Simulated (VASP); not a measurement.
# TiSi2: single point with r2SCAN-based global hybrid with 25 % exact exchange

TiSi2:

```
CELL_PARAMETERS angstrom
4.37464 0.00000 0.00000
-2.18732 3.78855 0.00000
0.00000 0.00000 2.56101
ATOMIC_POSITIONS crystal
Ti 0.00000 0.00000 0.00000
Si 0.33333 0.66667 0.50000
Si 0.66667 0.33333 0.50000
```

```
Program                            : VASP 6.6.1
Task                               : single point
Functional                         : r2SCAN-based global hybrid with 25 % exact exchange
Potentials or basis                : VASP PAW PBE potentials, release 64 (Ti_sv, Si)
Cutoff                             : 520 eV
k mesh                             : 4 × 4 × 6
Occupations                        : fermi-dirac, width 0.05 eV
Spin                               : no spin polarisation
Dipole correction                  : no
Grid for exact exchange (PRECFOCK) : Normal
Share of exact exchange            : 0.25
Further INCAR settings             : ALGO = Normal; EDIFF = 1e-06; NBANDS = 17
```

```json
{
  "Pressure": "-3.5 GPa",
  "Largest force": "0.036 eV/Å",
  "Band gap on the k mesh": "zero (bands 10 and 11 overlap by 4.28 eV)"
}
```

Forces on the atoms (eV/Å):
```
Ti   0.000  0.000  0.000
Si  -0.031  0.018  0.000
Si   0.031 -0.018  0.000
```

Stress tensor (GPa, compression positive):
```
  2.43  -0.25   0.00
 -0.25   2.14   0.00
  0.00   0.00 -14.93
```

Levels at points of the mesh, in eV from the Fermi level:
| k point | band 6 | band 7 | band 8 | band 9 | band 10 | band 11 | band 12 | band 13 | band 14 | band 15 |
| --- | --- | --- | --- | --- | --- | --- | --- | --- | --- | --- |
| (0.00, 0.00, 0.00) | -6.58 | -6.57 | -6.24 | -2.76 | -1.80 | -1.80 | 4.73 | 4.73 | 4.85 | 4.85 |
| (0.50, 0.00, 0.00) | -12.32 | -6.76 | -5.40 | -1.67 | -0.95 | 3.79 | 4.33 | 4.52 | 4.67 | 6.66 |
| (0.50, 0.50, 0.00) | -12.32 | -6.76 | -5.39 | -1.67 | -0.95 | 3.79 | 4.33 | 4.51 | 4.67 | 6.66 |
| (0.00, 0.00, 0.50) | -8.69 | -2.77 | -2.77 | -1.29 | -1.22 | -1.21 | 0.45 | 0.45 | 2.46 | 5.84 |
| (0.50, 0.00, 0.50) | -6.59 | -6.58 | -5.66 | -4.68 | 1.80 | 1.88 | 2.47 | 3.06 | 3.26 | 3.87 |
| (0.50, 0.50, 0.50) | -6.59 | -6.58 | -5.65 | -4.68 | 1.82 | 1.91 | 2.47 | 3.06 | 3.26 | 3.88 |

It took 44 min on 1 thread of Intel(R) Xeon(R) Platinum 8488C (Sapphire Rapids), with other jobs on the host, peak memory 0.2 GiB.

Caveat: the k points lie up to 0.41 Å⁻¹ apart, too coarse for converged energies and pressures of a metal; the PAW data sets were made with another functional, which shifts forces and pressure a little.
